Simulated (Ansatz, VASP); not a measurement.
# SrO: VASP beside Ansatz

INCAR

```
PREC = Accurate
ENCUT = 520
EDIFF = 1E-8
ISMEAR = -1
SIGMA = 0.02
LREAL = F
LASPH = T
NELM = 100
ALGO = Normal
ISIF = 2
LWAVE = F
LCHARG = F
GGA = PE
LEFG = T
NBANDS = 15
```

Contents of KPOINTS:

```
regular mesh
0
Gamma
  8 8 8
```

Contents of POSCAR:

```
SrO
1.0
    0.0000000000      2.6211960000      2.5698000000
    2.6211960000      0.0000000000      2.5698000000
    2.6211960000      2.6211960000      0.0000000000
Sr O
1 1
Direct
    0.0000000000      0.0000000000      0.0000000000
    0.5000000000      0.5000000000      0.5000000000
```

Input for Ansatz:

```yaml
crystal:
  lattice:
    - [0.0, 2.621196, 2.5698]
    - [2.621196, 0.0, 2.5698]
    - [2.621196, 2.621196, 0.0]
  atoms:
    - { symbol: Sr, position: [0.0, 0.0, 0.0] }
    - { symbol: O, position: [0.5, 0.5, 0.5] }
kpoints:
  mp_grid: { grid: [8, 8, 8] }
scf:
  occupations: { method: fermi_dirac, width: 0.02 }
hamiltonian:
  xc: pbe
  pseudopotentials: { kind: all_electron, datasets: crystal }
output:
  forces: true
  stress: true
  eigenvalues: true
  efg: { contact_densities: true }
```

Change from the starting cell: equal xx and yy strain of +2 %, crystal datasets.

Alike in both runs: task electric field gradients; functional PBE; k mesh 8 × 8 × 8; occupations fermi-dirac, width 0.02 eV; no spin polarisation.

```csv
,VASP,Ansatz
version,VASP 6.6.1,Ansatz 0.2.0
potentials or method,"VASP PAW PBE potentials, release 64 (Sr_sv, O), cutoff 520 eV","all-electron PAW with datasets made for the crystal, scalar-relativistic"
```

|  | VASP | Ansatz | Ansatz less VASP |
| --- | --- | --- | --- |
| gap on the k mesh at the Fermi level (eV) | 3.19 | 3.24 | +0.045 |
| pressure (GPa) | -0.1 | -0.5 | -0.49 |
| traceless stress, the component that is largest in VASP (GPa) | 1.57 | 1.48 | -0.086 |
| size of Vzz on the site where it differs most (V/Å²) | 19.7 | 19.4 | -0.30 |

Ansatz ran all-electron here, and VASP with PAW potentials.
